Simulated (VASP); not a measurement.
# Ca (P6/mmm) in VASP: a series of runs

The runs below take Ca through single point, with RPBE.

Program: VASP 6.6.1. These are calculated values, not measurements. Logs are shortened: lines on timing, memory, paths and dates and some standing lists are left out, and cuts for length are marked.

### Step 1. The cell of the first run

It takes space group P6/mmm (No. 191, hexagonal). Conventional cell: a = 6.471 Å, b = 6.471 Å, c = 3.870 Å, α = 90.00°, β = 90.00°, γ = 120.00°. Within 5.1 Å of Ca (site symmetry 6/mmm) lie 14 Ca at 3.87 to 4.21 Å. Within 4.9 Å of Ca (site symmetry -6m2) lie 11 Ca at 3.74 to 4.21 Å.

This isn't the form of Ca at room conditions, which is fcc.

### Step 2. Single point, RPBE (46.78 Å³/atom)

Input file INCAR:

```
PREC = Accurate
ENCUT = 520
EDIFF = 1E-6
ISMEAR = -1
SIGMA = 0.1
LREAL = F
LASPH = T
NELM = 80
ALGO = Normal
ISIF = 2
LWAVE = F
LCHARG = F
GGA = RP
NBANDS = 22
```

Input file KPOINTS:

```
Automatic mesh
0
Gamma
  7 7 9
```

Input file POSCAR:

```
Ca
1.0
    6.4710443290      0.0000000000      0.0000000000
   -3.2355221645      5.6040887780      0.0000000000
    0.0000000000      0.0000000000      3.8702488247
Ca
3
Direct
    0.0000000000      0.0000000000      0.0000000000
    0.3333333333      0.6666666667      0.5000000000
    0.6666666667      0.3333333333      0.5000000000
```

Potentials or basis: VASP PAW PBE potentials, release 64 (Ca_sv).

Started as:

```
$ cat potpaw_PBE.64/Ca_sv/POTCAR > POTCAR
$ mpirun -np 1 vasp_std > vasp.out
```

OUTCAR:

```text
PREC = Accurate
   ENCUT = 520
   EDIFF = 1E-6
   ISMEAR = -1
   LREAL = F
   LASPH = T
   NELM = 80
   ISIF = 2
   GGA = RP

 ion  position               nearest neighbor table
   1  0.000  0.000  0.000-
   2  0.333  0.667  0.500-
   3  0.667  0.333  0.500-

  LATTYP: Found a hexagonal cell.
 ALAT       =     6.4710443290
 C/A-ratio  =     0.5980872063

  Lattice vectors:

 A1 = (   6.4710443290,   0.0000000000,   0.0000000000)
 A2 = (  -3.2355221645,   5.6040887780,   0.0000000000)
 A3 = (   0.0000000000,   0.0000000000,   3.8702488247)

Analysis of symmetry for initial positions (statically):
=====================================================================
 Subroutine PRICEL returns:
 Original cell was already a primitive cell.

 Routine SETGRP: Setting up the symmetry group for a
 hexagonal supercell.

 Subroutine GETGRP returns: Found 24 space group operations
 (whereof 24 operations were pure point group operations)
 out of a pool of 24 trial point group operations.

The static configuration has the point symmetry D_6h.

Analysis of symmetry for dynamics (positions and initial velocities):
=====================================================================
 Subroutine PRICEL returns:
 Original cell was already a primitive cell.

 Routine SETGRP: Setting up the symmetry group for a
 hexagonal supercell.

 Subroutine GETGRP returns: Found 24 space group operations
 (whereof 24 operations were pure point group operations)
 out of a pool of 24 trial point group operations.

The dynamic configuration has the point symmetry D_6h.

 Subroutine INISYM returns: Found 24 space group operations
 (whereof 24 operations are pure point group operations),
 and found     1 'primitive' translations

----------------------------------------------------------------------------------------

                                     Primitive cell

  volume of cell :     140.3519

  direct lattice vectors                    reciprocal lattice vectors
     6.471044329  0.000000000  0.000000000     0.154534562  0.089220571  0.000000000
    -3.235522164  5.604088778  0.000000000     0.000000000  0.178441142  0.000000000
     0.000000000  0.000000000  3.870248825     0.000000000  0.000000000  0.258381320

  length of vectors
     6.471044329  6.471044329  3.870248825     0.178441142  0.178441142  0.258381320

  position of ions in fractional coordinates (direct lattice)
     0.000000000  0.000000000  0.000000000
     0.333333333  0.666666667  0.500000000
     0.666666667  0.333333333  0.500000000

  ion indices of the primitive-cell ions
   primitive index   ion index
                 1           1
                 2           2
                 3           3

----------------------------------------------------------------------------------------

 KPOINTS: Automatic mesh

Automatic generation of k-mesh.
 Grid dimensions read from file:
 generate k-points for:    7    7    9

 Generating k-lattice:

  Cartesian coordinates                     Fractional coordinates (reciprocal lattice)
     0.022076366  0.012745796  0.000000000     0.142857143  0.000000000  0.000000000
     0.000000000  0.025491592  0.000000000     0.000000000  0.142857143  0.000000000
     0.000000000  0.000000000  0.028709036     0.000000000  0.000000000  0.111111111

  Length of vectors
     0.025491592  0.025491592  0.028709036

  Shift w.r.t. Gamma in fractional coordinates (k-lattice)
     0.000000000  0.000000000  0.000000000

 Subroutine IBZKPT returns following result:
 ===========================================

 Found     40 irreducible k-points:

 Following reciprocal coordinates:
            Coordinates               Weight
  0.000000  0.000000  0.000000      1.000000
  0.142857  0.000000  0.000000      6.000000
  0.285714  0.000000  0.000000      6.000000
  0.428571  0.000000  0.000000      6.000000
  0.142857  0.142857  0.000000      6.000000
  0.285714  0.142857  0.000000     12.000000
[... 16 lines left out ...]
  0.428571  0.142857  0.222222     12.000000
  0.285714  0.285714  0.222222     12.000000
 [... further k-points ...]
   k-points           NKPTS =     40   k-points in BZ     NKDIM =     40   number of bands    NBANDS=     22
   number of dos      NEDOS =    301   number of ions     NIONS =      3
   total plane-waves  NPLWV =  69120
   dimension x,y,z NGX =    48 NGY =   48 NGZ =   30
   dimension x,y,z NGXF=    96 NGYF=   96 NGZF=   60
   ions per type =               3
   NGX,Y,Z   is equivalent  to a cutoff of  12.33, 12.33, 12.89 a.u.
   NGXF,Y,Z  is equivalent  to a cutoff of  24.66, 24.66, 25.77 a.u.
 SYSTEM =  unknown system
   PREC   = accura    normal or accurate (medium, high low for compatibility)
   ISTART =      0    job   : 0-new  1-cont  2-samecut
   ICHARG =      2    charge: 1-file 2-atom 10-const
   ISPIN  =      1    spin polarized calculation?
   LNONCOLLINEAR =      F non collinear calculations
   LSORBIT =      F    spin-orbit coupling
   LASPH  =      T    aspherical Exc in radial PAW
   ENCUT  =  520.0 eV  38.22 Ry    6.18 a.u.  12.03 12.03  7.20*2*pi/ulx,y,z
   NELM   =     80;   NELMIN=  2; NELMDL= -5     # of ELM steps
   EDIFF  = 0.1E-05   stopping-criterion for ELM
   LREAL  =      F    real-space projection
   EDIFFG = 0.1E-04   stopping-criterion for IOM
   NSW    =      0    number of steps for IOM
   IBRION =     -1    ionic relax: 0-MD 1-quasi-New 2-CG
   NFREE  =      0    steps in history (QN), initial steepest desc. (CG)
   ISIF   =      2    stress and relaxation
   ISYM   =      2    0-nonsym 1-usesym 2-fastsym
   POTIM  = 0.5000    time-step for ionic-motion
   TEBEG  =    0.0;   TEEND  =   0.0 temperature during run
   PSTRESS=    0.0 pullay stress
   NELECT =      30.0000    total number of electrons
   NUPDOWN=      -1.0000    fix difference up-down
   EMIN   =  10.00;   EMAX   =-10.00  energy-range for DOS
   EFERMI =   0.00;   METHOD = LEGACY
   ISMEAR =    -1;   SIGMA  =   0.10  broadening in eV -4-tet -1-fermi 0-gaus
   EFERMI_NEDOS =   21; number of points for ismear=-14 and -15
   IALGO  =     38    algorithm
   IMIX   =      4    mixing-type and parameters
     AMIX     =   0.40;   BMIX     =  1.00
     AMIX_MAG =   1.60;   BMIX_MAG =  1.00
  volume/ion in A,a.u.               =      46.78       315.71
  Fermi-wavevector in a.u.,A,eV,Ry     =   0.978834  1.849729 13.035966  0.958116
  Thomas-Fermi vector in A             =   2.109641
   LORBIT       =      0    0 simple, 1 ext, 2 COOP (PROOUT), +10 PAW based schemes
   GGA     = RP    functional components
   LHFCALC =     F    Hartree Fock is set to
   AEXX    =    0.0000 exact exchange contribution
   IVDW    =     0    specifies the selected vdW correction
   LEPSILON=     F    determine dielectric tensor
   LRPA    =     F    only Hartree local field effects (RPA)
 non-spin polarized calculation
  energy-cutoff  :      520.00
  volume of cell :      140.35
 maximum number of plane-waves:      3799
   NGX = 25   NGY = 25   NGZ = 15

 number of electron      30.0000005 magnetization

 Free energy of the ion-electron system (eV)
  ---------------------------------------------------
  ext. energy  EPLUGINS =         0.00000000
  ---------------------------------------------------
  free energy    TOTEN  =        -5.15138096 eV

  energy without entropy =       -5.00694612  energy(sigma->0) =       -5.07916354

 E-fermi :   1.6933     XC(G=0):  -7.3029

 val. band max:        1.6917742349   @ k =   0.4286   0.1429   0.4444
 cond. band min:       1.6957821921   @ k =   0.2857   0.2857   0.4444
 fundamental gap:      0.0040079572
 Fermi energy:         1.6932734785

 k-point     1 :       0.0000    0.0000    0.0000
  band No.  band energies     occupation
      1     -40.7427      2.00000
      2     -40.7307      2.00000
      3     -40.6652      2.00000
      4     -21.6927      2.00000
      5     -21.6927      2.00000
      6     -21.6278      2.00000
[... 14 lines left out ...]
     21       4.1501      0.00000
     22       4.1502      0.00000

 k-point     2 :       0.1429    0.0000    0.0000
  band No.  band energies     occupation
      1     -40.7421      2.00000
      2     -40.7312      2.00000
      3     -40.6652      2.00000
      4     -21.6951      2.00000
      5     -21.6912      2.00000
      6     -21.6270      2.00000
[... 14 lines left out ...]
     21       4.0277      0.00000
     22       4.2235      0.00000

 k-point     3 :       0.2857    0.0000    0.0000
  band No.  band energies     occupation
      1     -40.7407      2.00000
      2     -40.7326      2.00000
      3     -40.6653      2.00000
      4     -21.6998      2.00000
      5     -21.6852      2.00000
      6     -21.6294      2.00000
[... 14 lines left out ...]
     21       3.7070      0.00000
     22       4.2281      0.00000

 k-point     4 :       0.4286    0.0000    0.0000
  band No.  band energies     occupation
      1     -40.7390      2.00000
      2     -40.7343      2.00000
      3     -40.6653      2.00000
      4     -21.7031      2.00000
      5     -21.6761      2.00000
      6     -21.6380      2.00000
[... 14 lines left out ...]
     21       3.4720      0.00000
     22       4.1472      0.00000

 k-point     5 :       0.1429    0.1429    0.0000
  band No.  band energies     occupation
      1     -40.7411      2.00000
      2     -40.7322      2.00000
      3     -40.6652      2.00000
      4     -21.6980      2.00000
      5     -21.6877      2.00000
      6     -21.6285      2.00000
[... 417 lines left out ...]
 k-point    22 :       0.2857    0.1429    0.2222
  band No.  band energies     occupation
      1     -40.7374      2.00000
      2     -40.7318      2.00000
      3     -40.6633      2.00000
      4     -21.6972      2.00000
      5     -21.6750      2.00000
      6     -21.6512      2.00000
[... 14 lines left out ...]
     21       3.5698      0.00000
     22       3.7244      0.00000

 k-point    23 :       0.4286    0.1429    0.2222
  band No.  band energies     occupation
      1     -40.7362      2.00000
      2     -40.7330      2.00000
      3     -40.6633      2.00000
      4     -21.6985      2.00000
      5     -21.6691      2.00000
      6     -21.6503      2.00000
[... 14 lines left out ...]
     21       3.5153      0.00000
     22       3.7436      0.00000

 k-point    24 :       0.2857    0.2857    0.2222
  band No.  band energies     occupation
      1     -40.7357      2.00000
      2     -40.7335      2.00000
      3     -40.6633      2.00000
      4     -21.6989      2.00000
      5     -21.6641      2.00000
      6     -21.6504      2.00000
[... 14 lines left out ...]
     21       3.4131      0.00000
     22       3.8698      0.00000

 [... further k-points ...]

------------------------ aborting loop because EDIFF is reached ----------------------------------------

  FORCE on cell =-STRESS in cart. coord.  units (eV):
  Direction    XX          YY          ZZ          XY          YZ          ZX
  --------------------------------------------------------------------------------------
  -------------------------------------------------------------------------------------
  Total       -0.5025711     -0.5025711     -0.5088220      0.0000000     -0.0000000      0.0000000
  in kB       -5.7370654     -5.7370654     -5.8084225      0.0000000     -0.0000000      0.0000000
  external PRESSURE =      -5.7608511 kB  Pullay stress =       0.0000000 kB

 VOLUME and BASIS-vectors are now :
 -----------------------------------------------------------------------------
  energy-cutoff  :      520.00
  volume of cell :      140.35
      direct lattice vectors                 reciprocal lattice vectors
     6.471044329  0.000000000  0.000000000     0.154534562  0.089220571  0.000000000
    -3.235522164  5.604088778  0.000000000     0.000000000  0.178441142  0.000000000
     0.000000000  0.000000000  3.870248825     0.000000000  0.000000000  0.258381320

 POSITION                                       TOTAL-FORCE (eV/Angst)
 -----------------------------------------------------------------------------------
      0.00000      0.00000      0.00000        -0.000000     -0.000000      0.000000
     -0.00000      3.73606      1.93512         0.000000      0.000000      0.000000
      3.23552      1.86803      1.93512        -0.000000      0.000000     -0.000000
 -----------------------------------------------------------------------------------
    total drift:                               -0.000000      0.000000     -0.000000

  FREE ENERGIE OF THE ION-ELECTRON SYSTEM (eV)
  ---------------------------------------------------
  free  energy   TOTEN  =        -5.1513809580 eV

  energy  without entropy=       -5.0069461202  energy(sigma->0) =       -5.07916354
```

Wall time 2.8 min (1 thread of Oxide Virtual Turin-like, shared host); peak memory 0.26 GiB.

Results:

```
Free energy            : -5.1514 eV
Pressure               : -0.6 GPa
Band gap on the k mesh : zero (bands 15 and 16 overlap by 0.49 eV)
```

Caveat: the PAW data sets were made with another functional, which shifts forces and pressure a little.

### Step 3. Single point, RPBE (48.58 Å³/atom)

This run uses another cell than the first one, of 48.58 Å³/atom.

Input file INCAR:

```
SYSTEM = Ca
  ALGO = Normal
  EDIFF = 1E-7
  ENCUT = 520
  GGA = RP
  ISIF = 2
  ISMEAR = -1
  LASPH = .TRUE.
  LCHARG = .FALSE.
  LREAL = .FALSE.
  LWAVE = .FALSE.
  NBANDS = 22
  NELM = 100
  PREC = Accurate
  SIGMA = 0.1
```

Input file KPOINTS:

```
k-points
0
G
  7 7 9
  0 0 0
```

Input file POSCAR:

```
Ca
1.0
    6.5529649791      0.0000000000      0.0000000000
   -3.2764824896      5.6750341420      0.0000000000
    0.0000000000      0.0000000000      3.9192445175
Ca
3
Direct
    0.0000000000      0.0000000000      0.0000000000
    0.3333333333      0.6666666667      0.5000000000
    0.6666666667      0.3333333333      0.5000000000
```

Potentials or basis: VASP PAW PBE potentials, release 64 (Ca_sv).

Started as:

```
$ cat potpaw_PBE.64/Ca_sv/POTCAR > POTCAR
$ mpirun -np 1 vasp_std > vasp.out
```

Wall time 3.1 min (1 thread of Oxide Virtual Turin-like, shared host); peak memory 0.26 GiB.

It converged, with:

```
Free energy            : -5.1244 eV
Pressure               : -1.1 GPa
Band gap on the k mesh : zero (bands 15 and 16 overlap by 0.53 eV)
```

Levels at points of the mesh, in eV from the Fermi level:
```csv
k point,band 11,band 12,band 13,band 14,band 15,band 16,band 17,band 18,band 19,band 20
"(0.00, 0.00, 0.00)",-23.35,-23.33,-3.78,0.13,0.13,0.14,0.14,0.19,0.64,1.89
```

Caveat: the PAW data sets were made with another functional, which shifts forces and pressure a little.

### Step 4. Single point, RPBE (50.38 Å³/atom)

This run uses another cell than the first one, of 50.38 Å³/atom.

Input file INCAR:

```
SYSTEM = Ca
PREC = Accurate ; ENCUT = 520
EDIFF = 1E-6 ; ISMEAR = -1
SIGMA = 0.1 ; LREAL = .False.
LASPH = .True. ; NELM = 80
ALGO = Normal ; ISIF = 2
LWAVE = .False. ; LCHARG = .True.
GGA = RP ; LELF = .True.
LVHAR = .True. ; NBANDS = 22
```

Input file KPOINTS:

```
regular mesh
0
Gamma
  7 7 9
  0 0 0
```

Input file POSCAR:

```
Ca
1.0
    6.6328870629      0.0000000000      0.0000000000
   -3.3164435315      5.7442486969      0.0000000000
    0.0000000000      0.0000000000      3.9670448933
Ca
3
Direct
    0.0000000000      0.0000000000      0.0000000000
    0.3333333333      0.6666666667      0.5000000000
    0.6666666667      0.3333333333      0.5000000000
```

Started as:

```
$ cat potpaw_PBE.64/Ca_sv/POTCAR > POTCAR
$ mpirun -np 1 vasp_std > vasp.out
```

Wall time 4.4 min (1 thread of Oxide Virtual Turin-like, shared host); peak memory 0.27 GiB.

The run converged. Its results:

| Item | Value |
| --- | --- |
| Free energy | -5.0823 eV |
| Pressure | -1.5 GPa |
| Band gap on the k mesh | zero (bands 15 and 16 overlap by 0.57 eV) |

Levels at points of the mesh, in eV from the Fermi level:
| k point | band 11 | band 12 | band 13 | band 14 | band 15 | band 16 | band 17 | band 18 | band 19 | band 20 |
| --- | --- | --- | --- | --- | --- | --- | --- | --- | --- | --- |
| (0.00, 0.00, 0.00) | -23.44 | -23.42 | -3.71 | 0.13 | 0.13 | 0.14 | 0.14 | 0.19 | 0.60 | 1.84 |

Caveat: the PAW data sets were made with another functional, which shifts forces and pressure a little.

### Step 5. Overview

```csv
cell,gap on the mesh (eV),pressure (GPa)
"a = 6.471, b = 6.471, c = 3.870 Å, angles 90.0, 90.0, 120.0°, 3 atoms",none,-0.6
"a = 6.553, b = 6.553, c = 3.919 Å, angles 90.0, 90.0, 120.0°, 3 atoms",none,-1.1
"a = 6.633, b = 6.633, c = 3.967 Å, angles 90.0, 90.0, 120.0°, 3 atoms",none,-1.5
```

Alike in all rows: task single point; level RPBE; potentials or basis VASP PAW PBE potentials, release 64 (Ca_sv); no spin polarisation; k mesh 7 × 7 × 9; cutoff (eV) 520; smearing fermi-dirac 0.1 eV.

Caveats: the PAW data sets were made with another functional, which shifts forces and pressure a little.

Absolute energies hang on the potentials; compare differences alone.
